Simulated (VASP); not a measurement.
## YbRu3: single point with PBEsol

YbRu3:

```xyz
4
Lattice="3.9430 0.0000 0.0000 0.0000 3.9430 0.0000 0.0000 0.0000 4.0613" Properties=species:S:1:pos:R:3 pbc="T T T"
Yb    0.0000    0.0000    0.0000
Ru    0.0000    1.9715    2.0307
Ru    1.9715    1.9715    0.0000
Ru    1.9715    0.0000    2.0307
```

| Property | Result |
| --- | --- |
| Program | VASP 6.6.1 |
| Task | single point |
| Functional | PBEsol |
| Potentials or basis | VASP PAW PBE potentials, release 64 (Yb, Ru_pv) |
| Cutoff | 600 eV |
| k mesh | 8 × 8 × 8 |
| Occupations | gaussian, width 0.05 eV |
| Spin | no spin polarisation |
| Dipole correction | no |
| Further INCAR settings | ALGO = Normal; EDIFF = 1e-06; NBANDS = 41 |

```yaml
Pressure: -5.4 GPa
Band_gap_on_the_k_mesh: zero (bands 33 and 34 overlap by 1.95 eV)
```

Stress tensor (GPa, compression positive):
```
-4.60  0.00  0.00
 0.00 -4.60  0.00
 0.00  0.00 -7.05
```

Levels at points of the mesh, in eV from the Fermi level:
```
           k point  band 29  band 30  band 31  band 32  band 33  band 34  band 35  band 36  band 37  band 38
(0.00, 0.00, 0.00)    -0.73    -0.73     0.41     0.69     1.57     1.97     1.97     2.18     3.99     4.55
(0.50, 0.00, 0.00)    -0.61    -0.60    -0.57    -0.17     0.02     0.02     0.11     0.80     1.98     3.63
(0.50, 0.50, 0.00)    -0.65    -0.62    -0.62    -0.61    -0.32    -0.32    -0.09     0.08     0.47     4.24
(0.00, 0.00, 0.50)    -0.66    -0.60    -0.60    -0.29     0.07     0.07     0.09     0.93     2.19     3.92
(0.50, 0.00, 0.50)    -0.62    -0.60    -0.60    -0.60    -0.34    -0.27    -0.11    -0.02     0.44     3.97
(0.50, 0.50, 0.50)    -0.74    -0.74    -0.74    -0.44     1.04     1.55     1.66     1.66     2.40     2.50
```

It took 5.8 min on 1 thread of Intel Xeon 8259CL, with other jobs on the host, peak memory 0.35 GiB.

Caveat: the cell stands under tension; the PAW data sets were made with another functional, which shifts forces and pressure a little; spin-orbit coupling is left out, which moves the levels of the heavy elements. Spin polarisation is off, so any magnetic state and its effect on volume and gap are missing.
